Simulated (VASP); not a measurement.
# Au (P6_3/mmc) in VASP: further runs

Runs on Au. Level: LDA. Tasks: single point.

Everything below comes from runs of VASP 6.6.1. Logs are shortened: lines on timing, memory, paths and dates and some standing lists are left out, and cuts for length are marked.

### 1 The cell of the first run

The structure is hexagonal, space group P6_3/mmc (No. 194). Conventional cell: a = 2.919 Å, b = 2.919 Å, c = 4.912 Å, α = 90.00°, β = 90.00°, γ = 120.00°. Au (site symmetry -6m2) has 12 Au at 2.92 to 2.98 Å within 3.8 Å.

### 2 Single point, LDA (volume scaled by 1.02)

INCAR

```
SYSTEM = Au
PREC = Accurate
ENCUT = 520
EDIFF = 1E-7
ISMEAR = -1
SIGMA = 0.05
LREAL = .FALSE.
LASPH = .TRUE.
NELM = 60
ALGO = Fast
ISIF = 2
LWAVE = .FALSE.
LCHARG = .FALSE.
GGA = CA
NBANDS = 18
```

KPOINTS

```
Automatic mesh
0
G
  11 11 6
  0 0 0
```

POSCAR

```
Au
1.0
    2.9192058577      0.0000000000      0.0000000000
   -1.4596029289      2.5281064317      0.0000000000
    0.0000000000      0.0000000000      4.9123188227
Au
2
Direct
    0.6666666667      0.3333333333      0.2500000000
    0.3333333333      0.6666666667      0.7500000000
```

Potentials or basis: VASP PAW LDA potentials, release 64 (Au).

The run is started by

```bash
$ cat potpaw_LDA.64/Au/POTCAR > POTCAR
$ mpirun -np 1 vasp_std > vasp.out
```

OUTCAR:

```text
SYSTEM = Au
   PREC = Accurate
   ENCUT = 520
   EDIFF = 1E-7
   ISMEAR = -1
   LREAL = .FALSE.
   LASPH = .TRUE.
   NELM = 60
   ISIF = 2
   GGA = CA

 ion  position               nearest neighbor table
   1  0.667  0.333  0.250-   2 2.98   2 2.98   2 2.98   2 2.98   2 2.98   2 2.98
   2  0.333  0.667  0.750-   1 2.98   1 2.98   1 2.98   1 2.98   1 2.98   1 2.98

  LATTYP: Found a hexagonal cell.
 ALAT       =     2.9192058577
 C/A-ratio  =     1.6827586207

  Lattice vectors:

 A1 = (   2.9192058577,   0.0000000000,   0.0000000000)
 A2 = (  -1.4596029289,   2.5281064317,   0.0000000000)
 A3 = (   0.0000000000,   0.0000000000,   4.9123188227)

Analysis of symmetry for initial positions (statically):
=====================================================================
 Subroutine PRICEL returns:
 Original cell was already a primitive cell.

 Routine SETGRP: Setting up the symmetry group for a
 hexagonal supercell.

 Subroutine GETGRP returns: Found 24 space group operations
 (whereof 12 operations were pure point group operations)
 out of a pool of 24 trial point group operations.

The static configuration has the point symmetry D_3d.
 The point group associated with its full space group is D_6h.

Analysis of symmetry for dynamics (positions and initial velocities):
=====================================================================
 Subroutine PRICEL returns:
 Original cell was already a primitive cell.

 Routine SETGRP: Setting up the symmetry group for a
 hexagonal supercell.

 Subroutine GETGRP returns: Found 24 space group operations
 (whereof 12 operations were pure point group operations)
 out of a pool of 24 trial point group operations.

The dynamic configuration has the point symmetry D_3d.
 The point group associated with its full space group is D_6h.

 Subroutine INISYM returns: Found 24 space group operations
 (whereof 12 operations are pure point group operations),
 and found     1 'primitive' translations

----------------------------------------------------------------------------------------

                                     Primitive cell

  volume of cell :      36.2532

  direct lattice vectors                    reciprocal lattice vectors
     2.919205858  0.000000000  0.000000000     0.342558918  0.197776484  0.000000000
    -1.459602929  2.528106432  0.000000000     0.000000000  0.395552967  0.000000000
     0.000000000  0.000000000  4.912318823     0.000000000  0.000000000  0.203569849

  length of vectors
     2.919205858  2.919205858  4.912318823     0.395552967  0.395552967  0.203569849

  position of ions in fractional coordinates (direct lattice)
     0.666666667  0.333333333  0.250000000
     0.333333333  0.666666667  0.750000000

  ion indices of the primitive-cell ions
   primitive index   ion index
                 1           1
                 2           2

----------------------------------------------------------------------------------------

 KPOINTS: Automatic mesh

Automatic generation of k-mesh.
 Grid dimensions read from file:
 generate k-points for:   11   11    6

 Generating k-lattice:

  Cartesian coordinates                     Fractional coordinates (reciprocal lattice)
     0.031141720  0.017979680  0.000000000     0.090909091 -0.000000000  0.000000000
     0.000000000  0.035959361  0.000000000     0.000000000  0.090909091  0.000000000
     0.000000000  0.000000000  0.033928308     0.000000000  0.000000000  0.166666667

  Length of vectors
     0.035959361  0.035959361  0.033928308

  Shift w.r.t. Gamma in fractional coordinates (k-lattice)
     0.000000000  0.000000000  0.000000000

 Subroutine IBZKPT returns following result:
 ===========================================

 Found     64 irreducible k-points:

 Following reciprocal coordinates:
            Coordinates               Weight
  0.000000  0.000000  0.000000      1.000000
  0.090909  0.000000  0.000000      6.000000
  0.181818  0.000000  0.000000      6.000000
  0.272727 -0.000000  0.000000      6.000000
  0.363636  0.000000  0.000000      6.000000
  0.454545  0.000000  0.000000      6.000000
[... 16 lines left out ...]
  0.090909  0.090909  0.166667     12.000000
  0.181818  0.090909  0.166667     24.000000
 [... further k-points ...]
   k-points           NKPTS =     64   k-points in BZ     NKDIM =     64   number of bands    NBANDS=     18
   number of dos      NEDOS =    301   number of ions     NIONS =      2
   total plane-waves  NPLWV =  23040
   dimension x,y,z NGX =    24 NGY =   24 NGZ =   40
   dimension x,y,z NGXF=    48 NGYF=   48 NGZF=   80
   ions per type =               2
   NGX,Y,Z   is equivalent  to a cutoff of  13.67, 13.67, 13.54 a.u.
   NGXF,Y,Z  is equivalent  to a cutoff of  27.34, 27.34, 27.07 a.u.
 SYSTEM =  Au
   PREC   = accura    normal or accurate (medium, high low for compatibility)
   ISTART =      0    job   : 0-new  1-cont  2-samecut
   ICHARG =      2    charge: 1-file 2-atom 10-const
   ISPIN  =      1    spin polarized calculation?
   LNONCOLLINEAR =      F non collinear calculations
   LSORBIT =      F    spin-orbit coupling
   LASPH  =      T    aspherical Exc in radial PAW
   ENCUT  =  520.0 eV  38.22 Ry    6.18 a.u.   5.43  5.43  9.13*2*pi/ulx,y,z
   NELM   =     60;   NELMIN=  2; NELMDL= -5     # of ELM steps
   EDIFF  = 0.1E-06   stopping-criterion for ELM
   LREAL  =      F    real-space projection
   EDIFFG = 0.1E-05   stopping-criterion for IOM
   NSW    =      0    number of steps for IOM
   IBRION =     -1    ionic relax: 0-MD 1-quasi-New 2-CG
   NFREE  =      0    steps in history (QN), initial steepest desc. (CG)
   ISIF   =      2    stress and relaxation
   ISYM   =      2    0-nonsym 1-usesym 2-fastsym
   POTIM  = 0.5000    time-step for ionic-motion
   TEBEG  =    0.0;   TEEND  =   0.0 temperature during run
   PSTRESS=    0.0 pullay stress
   NELECT =      22.0000    total number of electrons
   NUPDOWN=      -1.0000    fix difference up-down
   EMIN   =  10.00;   EMAX   =-10.00  energy-range for DOS
   EFERMI =   0.00;   METHOD = LEGACY
   ISMEAR =    -1;   SIGMA  =   0.05  broadening in eV -4-tet -1-fermi 0-gaus
   EFERMI_NEDOS =   21; number of points for ismear=-14 and -15
   IALGO  =     68    algorithm
   IMIX   =      4    mixing-type and parameters
     AMIX     =   0.40;   BMIX     =  1.00
     AMIX_MAG =   1.60;   BMIX_MAG =  1.00
  volume/ion in A,a.u.               =      18.13       122.32
  Fermi-wavevector in a.u.,A,eV,Ry     =   1.386012  2.619182 26.137173  1.921028
  Thomas-Fermi vector in A             =   2.510368
   LORBIT       =      0    0 simple, 1 ext, 2 COOP (PROOUT), +10 PAW based schemes
   GGA     = CA    functional components
   LHFCALC =     F    Hartree Fock is set to
   AEXX    =    0.0000 exact exchange contribution
   IVDW    =     0    specifies the selected vdW correction
   LEPSILON=     F    determine dielectric tensor
   LRPA    =     F    only Hartree local field effects (RPA)
 non-spin polarized calculation
 RMM-DIIS sequential band-by-band and
  energy-cutoff  :      520.00
  volume of cell :       36.25
 maximum number of plane-waves:      1003
 NGX is ok and might be reduce to    24
   NGX = 11   NGY = 11   NGZ = 19

 number of electron      21.9999999 magnetization

 Free energy of the ion-electron system (eV)
  ---------------------------------------------------
  ext. energy  EPLUGINS =         0.00000000
  ---------------------------------------------------
  free energy    TOTEN  =        -8.75325395 eV

  energy without entropy =       -8.74471466  energy(sigma->0) =       -8.74898431

 E-fermi :   8.2199     XC(G=0): -12.6276

 val. band max:        8.1951652817   @ k =   0.1818   0.1818   0.3333
 cond. band min:       8.2375920083   @ k =   0.2727   0.1818   0.5000
 fundamental gap:      0.0424267266
 Fermi energy:         8.2198908687

 k-point     1 :       0.0000    0.0000    0.0000
  band No.  band energies     occupation
      1      -1.0070      2.00000
      2       1.3722      2.00000
      3       3.7089      2.00000
      4       3.9845      2.00000
      5       3.9845      2.00000
      6       4.2624      2.00000
[... 10 lines left out ...]
     17      26.0787      0.00000
     18      26.0787      0.00000

 k-point     2 :       0.0909    0.0000    0.0000
  band No.  band energies     occupation
      1      -0.7592      2.00000
      2       1.5742      2.00000
      3       3.6331      2.00000
      4       4.0427      2.00000
      5       4.1450      2.00000
      6       4.1883      2.00000
[... 10 lines left out ...]
     17      24.8820      0.00000
     18      25.8310      0.00000

 k-point     3 :       0.1818    0.0000    0.0000
  band No.  band energies     occupation
      1      -0.0615      2.00000
      2       2.0531      2.00000
      3       3.4611      2.00000
      4       3.9292      2.00000
      5       4.0282      2.00000
      6       4.4179      2.00000
[... 10 lines left out ...]
     17      24.6753      0.00000
     18      25.2259      0.00000

 k-point     4 :       0.2727   -0.0000    0.0000
  band No.  band energies     occupation
      1       0.8923      2.00000
      2       2.2803      2.00000
      3       3.2659      2.00000
      4       3.6339      2.00000
      5       3.8320      2.00000
      6       4.3465      2.00000
[... 10 lines left out ...]
     17      22.9525      0.00000
     18      24.7838      0.00000

 k-point     5 :       0.3636    0.0000    0.0000
  band No.  band energies     occupation
      1       1.6291      2.00000
      2       2.1043      2.00000
      3       2.7225      2.00000
      4       3.9683      2.00000
      5       4.1427      2.00000
      6       4.3097      2.00000
[... 10 lines left out ...]
     17      21.1896      0.00000
     18      23.6853      0.00000

 k-point     6 :       0.4545    0.0000    0.0000
  band No.  band energies     occupation
      1       1.8670      2.00000
      2       1.9415      2.00000
      3       2.4447      2.00000
      4       4.0299      2.00000
      5       4.1744      2.00000
      6       4.3415      2.00000
[... 10 lines left out ...]
     17      19.8072      0.00000
     18      23.0513      0.00000

 k-point     7 :       0.0909    0.0909    0.0000
  band No.  band energies     occupation
      1      -0.2833      2.00000
      2       1.9327      2.00000
      3       3.4658      2.00000
      4       4.0399      2.00000
      5       4.1926      2.00000
      6       4.3147      2.00000
[... 10 lines left out ...]
     17      25.1359      0.00000
     18      25.5764      0.00000

 k-point     8 :       0.1818    0.0909    0.0000
  band No.  band energies     occupation
      1       0.5729      2.00000
      2       2.3948      2.00000
      3       3.3105      2.00000
      4       3.5713      2.00000
      5       3.8712      2.00000
      6       4.2505      2.00000
[... 10 lines left out ...]
     17      24.9113      0.00000
     18      25.0958      0.00000
[... 229 lines left out ...]
     17      23.9661      0.00000
     18      25.1514      0.00000

 k-point    20 :       0.2727   -0.0000    0.1667
  band No.  band energies     occupation
      1       1.0229      2.00000
      2       2.3306      2.00000
      3       3.1844      2.00000
      4       3.5502      2.00000
      5       3.7841      2.00000
      6       4.4125      2.00000
[... 10 lines left out ...]
     17      23.7790      0.00000
     18      25.0513      0.00000

 k-point    21 :       0.3636    0.0000    0.1667
  band No.  band energies     occupation
      1       1.5983      2.00000
      2       2.1492      2.00000
      3       2.8648      2.00000
      4       3.4230      2.00000
      5       4.2508      2.00000
      6       4.2877      2.00000
[... 10 lines left out ...]
     17      21.9430      0.00000
     18      23.9692      0.00000

 k-point    22 :       0.4545    0.0000    0.1667
  band No.  band energies     occupation
      1       1.7090      2.00000
      2       1.9702      2.00000
      3       2.7225      2.00000
      4       3.4316      2.00000
      5       4.1514      2.00000
      6       4.4855      2.00000
[... 10 lines left out ...]
     17      20.3204      0.00000
     18      23.3950      0.00000

 k-point    23 :       0.0909    0.0909    0.1667
  band No.  band energies     occupation
      1      -0.0803      2.00000
      2       1.9426      2.00000
      3       3.5010      2.00000
      4       3.8171      2.00000
      5       3.9292      2.00000
      6       4.3296      2.00000
[... 10 lines left out ...]
     17      24.5980      0.00000
     18      25.5503      0.00000

 k-point    24 :       0.1818    0.0909    0.1667
  band No.  band energies     occupation
      1       0.7413      2.00000
      2       2.4463      2.00000
      3       3.3069      2.00000
      4       3.4027      2.00000
      5       3.7997      2.00000
      6       4.2134      2.00000
[... 10 lines left out ...]
     17      24.0667      0.00000
     18      25.2184      0.00000

 [... further k-points ...]

------------------------ aborting loop because EDIFF is reached ----------------------------------------

  FORCE on cell =-STRESS in cart. coord.  units (eV):
  Direction    XX          YY          ZZ          XY          YZ          ZX
  --------------------------------------------------------------------------------------
  -------------------------------------------------------------------------------------
  Total       -2.8963693     -2.8963693     -2.8807501      0.0000000      0.0000000      0.0000000
  in kB     -128.0023383   -128.0023383   -127.3120603      0.0000000      0.0000000      0.0000000
  external PRESSURE =    -127.7722457 kB  Pullay stress =       0.0000000 kB

 VOLUME and BASIS-vectors are now :
 -----------------------------------------------------------------------------
  energy-cutoff  :      520.00
  volume of cell :       36.25
      direct lattice vectors                 reciprocal lattice vectors
     2.919205858  0.000000000  0.000000000     0.342558918  0.197776484  0.000000000
    -1.459602929  2.528106432  0.000000000     0.000000000  0.395552967  0.000000000
     0.000000000  0.000000000  4.912318823     0.000000000  0.000000000  0.203569849

 POSITION                                       TOTAL-FORCE (eV/Angst)
 -----------------------------------------------------------------------------------
      1.45960      0.84270      1.22808        -0.000000      0.000000      0.000000
     -0.00000      1.68540      3.68424         0.000000     -0.000000      0.000000
 -----------------------------------------------------------------------------------
    total drift:                               -0.000000      0.000000     -0.000000

  FREE ENERGIE OF THE ION-ELECTRON SYSTEM (eV)
  ---------------------------------------------------
  free  energy   TOTEN  =        -8.7532539519 eV

  energy  without entropy=       -8.7447146632  energy(sigma->0) =       -8.74898431
```

Wall time 51 s (1 thread of Intel Xeon 6975P-C, shared host); peak memory 0.16 GiB.

What came out:

| Property | Result |
| --- | --- |
| Free energy | -8.7533 eV |
| Pressure | -12.8 GPa |
| Band gap on the k mesh | zero (band 11 reaches 11.80 eV, above the bottom of band 12 at 5.72 eV) |

Levels at points of the mesh, in eV from the Fermi level:
```
           k point  band 9  band 10  band 11  band 12  band 13  band 14
(0.00, 0.00, 0.00)   -3.31    -2.08    -2.08    -0.87     2.39    14.65
(0.00, 0.00, 0.50)   -2.50    -2.50    -2.50    -2.50    10.20    10.20
```

Caveat: spin-orbit coupling is left out, which moves the levels of the heavy elements.

[end of part 1 of 3]
